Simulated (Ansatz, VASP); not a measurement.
Cd4H: VASP beside Ansatz

```
Cd H
1.0
    -3.01491    3.01491    3.01491
     3.01491   -3.01491    3.01491
     3.01491    3.01491   -3.01491
Cd H
4 1
Cartesian
  1.7644 -1.7644 1.7644
  1.2505 1.2505 1.2505
  1.7644 1.7644 -1.7644
  -1.7644 1.7644 1.7644
  0.0000 0.0000 0.0000
```

Change from the starting cell: species swapped into the GeF4 type (I-43m, No. 217).

Alike in both runs: functional PBE; k mesh 4 × 4 × 4; occupations gaussian, width 0.1 eV; no spin polarisation.

Ansatz relaxed the structure, and its values are those at the end. VASP's run is a single point on that final structure, the one shown.

|  | VASP | Ansatz |
| --- | --- | --- |
| version | VASP 6.6.1 | Ansatz 0.2.0 |
| potentials or method | VASP PAW PBE potentials, release 64 (Cd, H), cutoff 520 eV | scalar-relativistic, plane waves, PAW |
| valence electrons in the cell | 49 | 81 |

Ansatz gave:

| Property | Result |
| --- | --- |
| gap on the k mesh at the Fermi level (eV) | none |
| pressure (GPa) | 0.1 |
| rms of the force components (eV/Å) | 0.002 |

Which values does VASP return?

gap on the k mesh at the Fermi level (eV): none; pressure (GPa): 0.2; rms of the force components (eV/Å): 0.006.

A gap of «none» marks a metal or a gap that the smearing closes. The functional is the same, so the differences come from potentials, cutoffs and numerics. VASP's potentials hold 49 valence electrons a cell and Ansatz's 81, so a difference there can come from the potentials and not from the codes.

The k mesh is coarse, so the values compare programs but aren't converged.
